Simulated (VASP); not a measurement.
Input of a VASP 6.6.1 run:

INCAR

```
PREC = Accurate
ENCUT = 630
EDIFF = 1E-6
ISMEAR = -1
SIGMA = 0.02
LREAL = F
LASPH = T
NELM = 120
ALGO = Normal
ISIF = 2
LWAVE = F
LCHARG = F
GGA = PE
NBANDS = 34
GGA_COMPAT = F
```

Contents of KPOINTS:

```
Automatic mesh
0
Gamma
  12 12 4
```

File POSCAR:

```
CdS
1.0
    3.8410415901      0.0000000000      0.0000000000
   -1.9205207951      3.3264395940      0.0000000000
    0.0000000000      0.0000000000      6.4452706107
Cd S
2 2
Direct
    0.0000000000      0.0000000000      0.0000000000
    0.0000000000      0.0000000000      0.5000000000
    0.3333333333      0.6666666667      0.2500000000
    0.6666666667      0.3333333333      0.7500000000
```

Potentials or basis: VASP PAW PBE potentials, release 64 (Cd_sv_GW, S).

Command:

```bash
$ cat potpaw_PBE.64/Cd_sv_GW/POTCAR potpaw_PBE.64/S/POTCAR > POTCAR
$ mpirun -np 1 vasp_std > vasp.out
```

What does it give for the pressure?

1.6 GPa.

What does it give for the band gap on the k mesh?

0.64 eV.

Stress tensor (GPa, compression positive):
```
1.65 0.00 0.00
0.00 1.65 0.00
0.00 0.00 1.51
```

Caveat: semilocal functionals underestimate gaps, and a narrow one can read as zero. A k mesh can miss the band edges.
